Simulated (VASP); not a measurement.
A run of VASP 6.6.1 is set up as follows.

INCAR

```
SYSTEM = Sr
PREC = Accurate ; ENCUT = 520
EDIFF = 1E-7 ; ISMEAR = -1
SIGMA = 0.05 ; LREAL = .FALSE.
LASPH = .TRUE. ; NELM = 60
ALGO = Normal ; ISIF = 2
LWAVE = .FALSE. ; LCHARG = .FALSE.
GGA = PE ; NBANDS = 17
```

File KPOINTS:

```
regular mesh
0
G
  14 14 14
  0 0 0
```

File POSCAR:

```
Sr
1.0
   -2.7761842906      2.7761842906      1.5049141032
    2.7761842906     -2.7761842906      1.5049141032
    2.7761842906      2.7761842906     -1.5049141032
Sr
2
Direct
   -0.3750000000     -0.1250000000     -0.2500000000
    0.3750000000      0.1250000000      0.2500000000
```

Potentials or basis: VASP PAW PBE potentials, release 64 (Sr_sv).

Launch:

```bash
$ cat potpaw_PBE.64/Sr_sv/POTCAR > POTCAR
$ mpirun -np 1 vasp_std > vasp.out
```

Q: Predict the pressure.

A: 33.7 GPa.

Q: Predict the band gap on the k mesh.

A: Zero (band 10 reaches 6.23 eV, above the bottom of band 11 at 4.78 eV).
